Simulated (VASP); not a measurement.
# K3SBr (Pm-3m) in VASP: further runs

Runs on K3SBr. Level: PBE. Tasks: single point.

Everything below comes from runs of VASP 6.6.1. Logs are shortened: lines on timing, memory, paths and dates and some standing lists are left out, and cuts for length are marked.

### Step 1. The cell of the first run

The structure is cubic, space group Pm-3m (No. 221). Conventional cell: a = 5.869 Å, b = 5.869 Å, c = 5.869 Å, α = 90.00°, β = 90.00°, γ = 90.00°. Br (site symmetry m-3m) has 12 K at 4.15 Å and 8 S at 5.08 Å within 5.4 Å. Within 3.9 Å of S (site symmetry m-3m) lie 6 K at 2.93 Å. Within 3.9 Å of K (site symmetry 4/mmm) lie 2 S at 2.93 Å.

### Step 2. Single point, PBE (40.43 Å³/atom)

INCAR

```
PREC = Accurate ; ENCUT = 520
EDIFF = 1E-6 ; ISMEAR = 0
SIGMA = 0.01 ; LREAL = False
LASPH = True ; NELM = 100
ALGO = Normal ; ISIF = 2
LWAVE = False ; LCHARG = False
GGA = PE ; NBANDS = 28
```

KPOINTS

```
Automatic mesh
0
Gamma
  4 4 4
```

POSCAR

```
K3SBr
1.0
    5.8689251851      0.0000000000      0.0000000000
    0.0000000000      5.8689251851      0.0000000000
    0.0000000000      0.0000000000      5.8689251851
Br S K
1 1 3
Direct
    0.0000000000      0.0000000000      0.0000000000
    0.5000000000      0.5000000000      0.5000000000
    0.5000000000      0.5000000000      0.0000000000
    0.5000000000      0.0000000000      0.5000000000
    0.0000000000      0.5000000000      0.5000000000
```

Potentials or basis: VASP PAW PBE potentials, release 64 (Br, S, K_sv).

Run with:

```console
$ cat potpaw_PBE.64/Br/POTCAR potpaw_PBE.64/S/POTCAR potpaw_PBE.64/K_sv/POTCAR > POTCAR
$ mpirun -np 1 vasp_std > vasp.out
```

OUTCAR:

```text
PREC = Accurate
   ENCUT = 520
   EDIFF = 1E-6
   ISMEAR = 0
   LREAL = False
   LASPH = True
   NELM = 100
   ISIF = 2
   GGA = PE

 ion  position               nearest neighbor table
   1  0.000  0.000  0.000-
   2  0.500  0.500  0.500-   3 2.93   4 2.93   5 2.93   3 2.93   4 2.93   5 2.93
   3  0.500  0.500  0.000-   2 2.93   2 2.93
   4  0.500  0.000  0.500-   2 2.93   2 2.93
   5  0.000  0.500  0.500-   2 2.93   2 2.93

  LATTYP: Found a simple cubic cell.
 ALAT       =     5.8689251851

  Lattice vectors:

 A1 = (   5.8689251851,   0.0000000000,   0.0000000000)
 A2 = (   0.0000000000,   5.8689251851,   0.0000000000)
 A3 = (   0.0000000000,   0.0000000000,   5.8689251851)

Analysis of symmetry for initial positions (statically):
=====================================================================
 Subroutine PRICEL returns:
 Original cell was already a primitive cell.

 Routine SETGRP: Setting up the symmetry group for a
 simple cubic supercell.

 Subroutine GETGRP returns: Found 48 space group operations
 (whereof 48 operations were pure point group operations)
 out of a pool of 48 trial point group operations.

The static configuration has the point symmetry O_h .

Analysis of symmetry for dynamics (positions and initial velocities):
=====================================================================
 Subroutine PRICEL returns:
 Original cell was already a primitive cell.

 Routine SETGRP: Setting up the symmetry group for a
 simple cubic supercell.

 Subroutine GETGRP returns: Found 48 space group operations
 (whereof 48 operations were pure point group operations)
 out of a pool of 48 trial point group operations.

The dynamic configuration has the point symmetry O_h .

 Subroutine INISYM returns: Found 48 space group operations
 (whereof 48 operations are pure point group operations),
 and found     1 'primitive' translations

----------------------------------------------------------------------------------------

                                     Primitive cell

  volume of cell :     202.1509

  direct lattice vectors                    reciprocal lattice vectors
     5.868925185  0.000000000  0.000000000     0.170388950  0.000000000  0.000000000
     0.000000000  5.868925185  0.000000000     0.000000000  0.170388950  0.000000000
     0.000000000  0.000000000  5.868925185     0.000000000  0.000000000  0.170388950

  length of vectors
     5.868925185  5.868925185  5.868925185     0.170388950  0.170388950  0.170388950

  position of ions in fractional coordinates (direct lattice)
     0.000000000  0.000000000  0.000000000
     0.500000000  0.500000000  0.500000000
     0.500000000  0.500000000  0.000000000
     0.500000000  0.000000000  0.500000000
     0.000000000  0.500000000  0.500000000

  ion indices of the primitive-cell ions
   primitive index   ion index
                 1           1
                 2           2
                 3           3
                 4           4
                 5           5

----------------------------------------------------------------------------------------

 KPOINTS: Automatic mesh

Automatic generation of k-mesh.
 Grid dimensions read from file:
 generate k-points for:    4    4    4

 Generating k-lattice:

  Cartesian coordinates                     Fractional coordinates (reciprocal lattice)
     0.042597238  0.000000000  0.000000000     0.250000000  0.000000000  0.000000000
     0.000000000  0.042597238  0.000000000     0.000000000  0.250000000  0.000000000
     0.000000000  0.000000000  0.042597238     0.000000000  0.000000000  0.250000000

  Length of vectors
     0.042597238  0.042597238  0.042597238

  Shift w.r.t. Gamma in fractional coordinates (k-lattice)
     0.000000000  0.000000000  0.000000000

 Subroutine IBZKPT returns following result:
 ===========================================

 Found     10 irreducible k-points:

 Following reciprocal coordinates:
            Coordinates               Weight
  0.000000  0.000000  0.000000      1.000000
  0.250000  0.000000  0.000000      6.000000
  0.500000  0.000000  0.000000      3.000000
  0.250000  0.250000  0.000000     12.000000
  0.500000  0.250000  0.000000     12.000000
  0.500000  0.500000  0.000000      3.000000
  0.250000  0.250000  0.250000      8.000000
  0.500000  0.250000  0.250000     12.000000
  0.500000  0.500000  0.250000      6.000000
  0.500000  0.500000  0.500000      1.000000
   k-points           NKPTS =     10   k-points in BZ     NKDIM =     10   number of bands    NBANDS=     28
   number of dos      NEDOS =    301   number of ions     NIONS =      5
   total plane-waves  NPLWV = 110592
   dimension x,y,z NGX =    48 NGY =   48 NGZ =   48
   dimension x,y,z NGXF=    96 NGYF=   96 NGZF=   96
   ions per type =               1   1   3
   NGX,Y,Z   is equivalent  to a cutoff of  13.60, 13.60, 13.60 a.u.
   NGXF,Y,Z  is equivalent  to a cutoff of  27.19, 27.19, 27.19 a.u.
 SYSTEM =  unknown system
   PREC   = accura    normal or accurate (medium, high low for compatibility)
   ISTART =      0    job   : 0-new  1-cont  2-samecut
   ICHARG =      2    charge: 1-file 2-atom 10-const
   ISPIN  =      1    spin polarized calculation?
   LNONCOLLINEAR =      F non collinear calculations
   LSORBIT =      F    spin-orbit coupling
   LASPH  =      T    aspherical Exc in radial PAW
   ENCUT  =  520.0 eV  38.22 Ry    6.18 a.u.  10.91 10.91 10.91*2*pi/ulx,y,z
   NELM   =    100;   NELMIN=  2; NELMDL= -5     # of ELM steps
   EDIFF  = 0.1E-05   stopping-criterion for ELM
   LREAL  =      F    real-space projection
   EDIFFG = 0.1E-04   stopping-criterion for IOM
   NSW    =      0    number of steps for IOM
   IBRION =     -1    ionic relax: 0-MD 1-quasi-New 2-CG
   NFREE  =      0    steps in history (QN), initial steepest desc. (CG)
   ISIF   =      2    stress and relaxation
   ISYM   =      2    0-nonsym 1-usesym 2-fastsym
   POTIM  = 0.5000    time-step for ionic-motion
   TEBEG  =    0.0;   TEEND  =   0.0 temperature during run
   PSTRESS=    0.0 pullay stress
   NELECT =      40.0000    total number of electrons
   NUPDOWN=      -1.0000    fix difference up-down
   EMIN   =  10.00;   EMAX   =-10.00  energy-range for DOS
   EFERMI =   0.00;   METHOD = LEGACY
   ISMEAR =     0;   SIGMA  =   0.01  broadening in eV -4-tet -1-fermi 0-gaus
   EFERMI_NEDOS =   21; number of points for ismear=-14 and -15
   IALGO  =     38    algorithm
   IMIX   =      4    mixing-type and parameters
     AMIX     =   0.40;   BMIX     =  1.00
     AMIX_MAG =   1.60;   BMIX_MAG =  1.00
  volume/ion in A,a.u.               =      40.43       272.84
  Fermi-wavevector in a.u.,A,eV,Ry     =   0.953973  1.802748 12.382189  0.910065
  Thomas-Fermi vector in A             =   2.082677
   LORBIT       =      0    0 simple, 1 ext, 2 COOP (PROOUT), +10 PAW based schemes
   GGA     = PE    functional components
   LHFCALC =     F    Hartree Fock is set to
   AEXX    =    0.0000 exact exchange contribution
   IVDW    =     0    specifies the selected vdW correction
   LEPSILON=     F    determine dielectric tensor
   LRPA    =     F    only Hartree local field effects (RPA)
 non-spin polarized calculation
 Gauss-broadening in eV      SIGMA  =   0.01
  energy-cutoff  :      520.00
  volume of cell :      202.15
 maximum number of plane-waves:      5520
 NGX is ok and might be reduce to    48
   NGX = 21   NGY = 21   NGZ = 21

 number of electron      40.0000007 magnetization

 Free energy of the ion-electron system (eV)
  ---------------------------------------------------
  ext. energy  EPLUGINS =         0.00000000
  ---------------------------------------------------
  free energy    TOTEN  =       -14.95247421 eV

  energy without entropy =      -14.95247421  energy(sigma->0) =      -14.95247421

 E-fermi :  -0.3702     XC(G=0):  -6.7237

 val. band max:       -0.4771504172   @ k =   0.0000   0.0000   0.0000
 cond. band min:       1.2544204815   @ k =   0.0000   0.0000   0.0000
 fundamental gap:      1.7315708986
 Fermi energy:        -0.3702213872

 k-point     1 :       0.0000    0.0000    0.0000
  band No.  band energies     occupation
      1     -30.1167      2.00000
      2     -30.0936      2.00000
      3     -30.0936      2.00000
      4     -14.1865      2.00000
      5     -13.7364      2.00000
      6     -13.7364      2.00000
[... 20 lines left out ...]
     27       6.8182      0.00000
     28       6.8240      0.00000

 k-point     2 :       0.2500    0.0000    0.0000
  band No.  band energies     occupation
      1     -30.1137      2.00000
      2     -30.0964      2.00000
      3     -30.0936      2.00000
      4     -14.1958      2.00000
      5     -13.7246      2.00000
      6     -13.7246      2.00000
[... 20 lines left out ...]
     27       5.9817      0.00000
     28       6.4258      0.00000

 k-point     3 :       0.5000    0.0000    0.0000
  band No.  band energies     occupation
      1     -30.1090      2.00000
      2     -30.1010      2.00000
      3     -30.0936      2.00000
      4     -14.2045      2.00000
      5     -13.7071      2.00000
      6     -13.7071      2.00000
[... 20 lines left out ...]
     27       5.7409      0.00000
     28       5.8827      0.00000

 k-point     4 :       0.2500    0.2500    0.0000
  band No.  band energies     occupation
      1     -30.1110      2.00000
      2     -30.0973      2.00000
      3     -30.0952      2.00000
      4     -14.2001      2.00000
      5     -13.7350      2.00000
      6     -13.7137      2.00000
[... 144 lines left out ...]
     27       5.5505      0.00000
     28       5.6590      0.00000

 k-point     9 :       0.5000    0.5000    0.2500
  band No.  band energies     occupation
      1     -30.1011      2.00000
      2     -30.1010      2.00000
      3     -30.1010      2.00000
      4     -14.1923      2.00000
      5     -13.8874      2.00000
      6     -13.7421      2.00000
[... 20 lines left out ...]
     27       5.3603      0.00000
     28       6.0512      0.00000

 k-point    10 :       0.5000    0.5000    0.5000
  band No.  band energies     occupation
      1     -30.1010      2.00000
      2     -30.1010      2.00000
      3     -30.1010      2.00000
      4     -14.1795      2.00000
      5     -13.9557      2.00000
      6     -13.7556      2.00000
[... 20 lines left out ...]
     27       4.8123      0.00000
     28       6.3485      0.00000

------------------------ aborting loop because EDIFF is reached ----------------------------------------

  FORCE on cell =-STRESS in cart. coord.  units (eV):
  Direction    XX          YY          ZZ          XY          YZ          ZX
  --------------------------------------------------------------------------------------
  -------------------------------------------------------------------------------------
  Total        1.1834774      1.1834774      1.1834774      0.0000000      0.0000000     -0.0000000
  in kB        9.3798270      9.3798270      9.3798270      0.0000000      0.0000000     -0.0000000
  external PRESSURE =       9.3798270 kB  Pullay stress =       0.0000000 kB

 VOLUME and BASIS-vectors are now :
 -----------------------------------------------------------------------------
  energy-cutoff  :      520.00
  volume of cell :      202.15
      direct lattice vectors                 reciprocal lattice vectors
     5.868925185  0.000000000  0.000000000     0.170388950  0.000000000  0.000000000
     0.000000000  5.868925185  0.000000000     0.000000000  0.170388950  0.000000000
     0.000000000  0.000000000  5.868925185     0.000000000  0.000000000  0.170388950

 POSITION                                       TOTAL-FORCE (eV/Angst)
 -----------------------------------------------------------------------------------
      0.00000      0.00000      0.00000         0.000000      0.000000      0.000000
      2.93446      2.93446      2.93446         0.000000      0.000000      0.000000
      2.93446      2.93446      0.00000         0.000000      0.000000      0.000000
      2.93446      0.00000      2.93446         0.000000      0.000000      0.000000
      0.00000      2.93446      2.93446         0.000000      0.000000      0.000000
 -----------------------------------------------------------------------------------
    total drift:                                0.000000      0.000000     -0.000000

  FREE ENERGIE OF THE ION-ELECTRON SYSTEM (eV)
  ---------------------------------------------------
  free  energy   TOTEN  =       -14.9524742052 eV

  energy  without entropy=      -14.9524742052  energy(sigma->0) =      -14.95247421
```

Wall time 44 s (1 thread of Intel Xeon 6975P-C (Granite Rapids), shared host); peak memory 0.32 GiB.

Results:

```
Free energy            : -14.9525 eV
Pressure               : 0.9 GPa
Band gap on the k mesh : 1.73 eV
```

### Step 3. Single point, PBE (41.72 Å³/atom)

This run uses another cell than the first one, of 41.72 Å³/atom.

INCAR

```
ALGO     = Normal         # electronic algorithm
EDIFF    = 1E-7           # SCF threshold, eV
ENCUT    = 520            # plane-wave cutoff, eV
GGA      = PE             # functional
ISIF     = 2              # what is computed and relaxed
ISMEAR   = 0              # smearing method
LASPH    = True           # aspherical terms in the spheres
LCHARG   = False          # write CHGCAR
LREAL    = False          # projectors in reciprocal space
LWAVE    = False          # write WAVECAR
NBANDS   = 28             # bands
NELM     = 80             # most SCF steps
PREC     = Accurate       # precision mode
SIGMA    = 0.01           # smearing width, eV
```

KPOINTS

```
k-points
0
Gamma
  4 4 4
```

Changes to POSCAR since step 2:

```diff
@@ -2,5 +2,5 @@
 1.0
-    5.8689251851      0.0000000000      0.0000000000
-    0.0000000000      5.8689251851      0.0000000000
-    0.0000000000      0.0000000000      5.8689251851
+    5.9307078852      0.0000000000      0.0000000000
+    0.0000000000      5.9307078852      0.0000000000
+    0.0000000000      0.0000000000      5.9307078852
 Br S K
```

Potentials or basis: VASP PAW PBE potentials, release 64 (Br, S, K_sv).

Run with:

```console
$ cat potpaw_PBE.64/Br/POTCAR potpaw_PBE.64/S/POTCAR potpaw_PBE.64/K_sv/POTCAR > POTCAR
$ mpirun -np 1 vasp_std > vasp.out
```

Wall time 43 s (1 thread of Intel Xeon 6975P-C (Granite Rapids), shared host); peak memory 0.33 GiB.

Results (log left out):

| Property | Result |
| --- | --- |
| Free energy | -14.9810 eV |
| Pressure | 0.5 GPa |
| Band gap on the k mesh | 1.73 eV |

Levels at points of the mesh, in eV from the valence-band top:
```tsv
k point	band 16	band 17	band 18	band 19	band 20	band 21	band 22	band 23	band 24	band 25
(0.00, 0.00, 0.00)	-1.86	-1.86	0.00	0.00	0.00	1.73	3.91	3.91	4.79	4.79
(0.50, 0.00, 0.00)	-1.86	-1.86	-0.76	-0.09	-0.09	3.14	3.66	4.66	5.20	5.40
(0.50, 0.50, 0.00)	-2.05	-1.86	-0.71	-0.71	-0.15	3.75	4.26	4.72	4.72	5.20
(0.50, 0.50, 0.50)	-1.95	-1.95	-0.85	-0.85	-0.85	4.63	4.70	4.70	4.70	5.21
```

### Step 4. Single point, PBE

This run uses another cell than the first one, of 42.24 Å³/atom.

INCAR

```
  PREC = Accurate
  ENCUT = 520
  EDIFF = 1E-6
  ISMEAR = 0
  SIGMA = 0.01
  LREAL = False
  LASPH = True
  NELM = 60
  ALGO = Normal
  ISIF = 2
  LWAVE = False
  LCHARG = False
  GGA = PE
  NBANDS = 28
```

KPOINTS

```
Automatic mesh
0
Gamma
  4 4 4
```

Changes to POSCAR since step 3:

```diff
@@ -2,5 +2,5 @@
 1.0
-    5.9307078852      0.0000000000      0.0000000000
-    0.0000000000      5.9307078852      0.0000000000
-    0.0000000000      0.0000000000      5.9307078852
+    5.9551474468      0.0000000000      0.0000000000
+    0.0000000000      5.9551474468      0.0000000000
+    0.0000000000      0.0000000000      5.9551474468
 Br S K
```

Run with:

```console
$ cat potpaw_PBE.64/Br/POTCAR potpaw_PBE.64/S/POTCAR potpaw_PBE.64/K_sv/POTCAR > POTCAR
$ mpirun -np 1 vasp_std > vasp.out
```

Run time: 44 s. Hardware: 1 thread of Intel Xeon 6975P-C (Granite Rapids), shared host; peak memory 0.33 GiB.

It converged, with:

```yaml
Free_energy: -14.9873 eV
Pressure: 0.3 GPa
Band_gap_on_the_k_mesh: 1.73 eV
```

Levels at points of the mesh, in eV from the valence-band top:
```
           k point  band 16  band 17  band 18  band 19  band 20  band 21  band 22  band 23  band 24  band 25
(0.00, 0.00, 0.00)    -1.83    -1.83     0.00     0.00     0.00     1.73     3.91     3.91     4.80     4.80
(0.50, 0.00, 0.00)    -1.83    -1.83    -0.75    -0.09    -0.09     3.13     3.63     4.67     5.21     5.39
(0.50, 0.50, 0.00)    -2.02    -1.83    -0.69    -0.69    -0.15     3.74     4.24     4.70     4.70     5.20
(0.50, 0.50, 0.50)    -1.92    -1.92    -0.83    -0.83    -0.83     4.63     4.69     4.69     4.69     5.18
```

### Step 5. Single point, PBE

This run uses another cell than the first one, of 43.01 Å³/atom.

INCAR

```
SYSTEM = K3SBr
ALGO = Normal
EDIFF = 1E-7
ENCUT = 520
GGA = PE
ISIF = 2
ISMEAR = 0
LASPH = .True.
LCHARG = .False.
LREAL = .False.
LWAVE = .False.
NBANDS = 28
NELM = 60
PREC = Accurate
SIGMA = 0.01
```

KPOINTS

```
k-points
0
Gamma
  4 4 4
  0 0 0
```

Changes to POSCAR since step 4:

```diff
@@ -2,5 +2,5 @@
 1.0
-    5.9551474468      0.0000000000      0.0000000000
-    0.0000000000      5.9551474468      0.0000000000
-    0.0000000000      0.0000000000      5.9551474468
+    5.9912294926      0.0000000000      0.0000000000
+    0.0000000000      5.9912294926      0.0000000000
+    0.0000000000      0.0000000000      5.9912294926
 Br S K
```

Run with:

```console
$ cat potpaw_PBE.64/Br/POTCAR potpaw_PBE.64/S/POTCAR potpaw_PBE.64/K_sv/POTCAR > POTCAR
$ mpirun -np 1 vasp_std > vasp.out
```

Wall time 48 s (1 thread of Intel Xeon 6975P-C (Granite Rapids), shared host); peak memory 0.33 GiB.

The run converged. Its results:

| Item | Value |
| --- | --- |
| Free energy | -14.9916 eV |
| Pressure | 0.0 GPa |
| Band gap on the k mesh | 1.72 eV |

Levels at points of the mesh, in eV from the valence-band top:
```csv
k point,band 16,band 17,band 18,band 19,band 20,band 21,band 22,band 23,band 24,band 25
"(0.00, 0.00, 0.00)",-1.79,-1.79,0.00,0.00,0.00,1.72,3.92,3.92,4.82,4.82
"(0.50, 0.00, 0.00)",-1.79,-1.79,-0.72,-0.09,-0.09,3.12,3.59,4.67,5.21,5.38
"(0.50, 0.50, 0.00)",-1.97,-1.79,-0.66,-0.66,-0.14,3.72,4.20,4.66,4.66,5.19
"(0.50, 0.50, 0.50)",-1.88,-1.88,-0.80,-0.80,-0.80,4.62,4.67,4.67,4.67,5.14
```

### Step 6. Summary

```csv
cell,gap on the mesh (eV),pressure (GPa)
"a = 5.869 Å, 5 atoms",1.73,0.9
"a = 5.931 Å, 5 atoms",1.73,0.5
"a = 5.955 Å, 5 atoms",1.73,0.3
"a = 5.991 Å, 5 atoms",1.72,0.0
```

Alike in all rows: task single point; level PBE; potentials or basis VASP PAW PBE potentials, release 64 (Br, S, K_sv); no spin polarisation; k mesh 4 × 4 × 4; cutoff (eV) 520; smearing gaussian 0.01 eV.

Absolute energies hang on the potentials; compare differences alone.
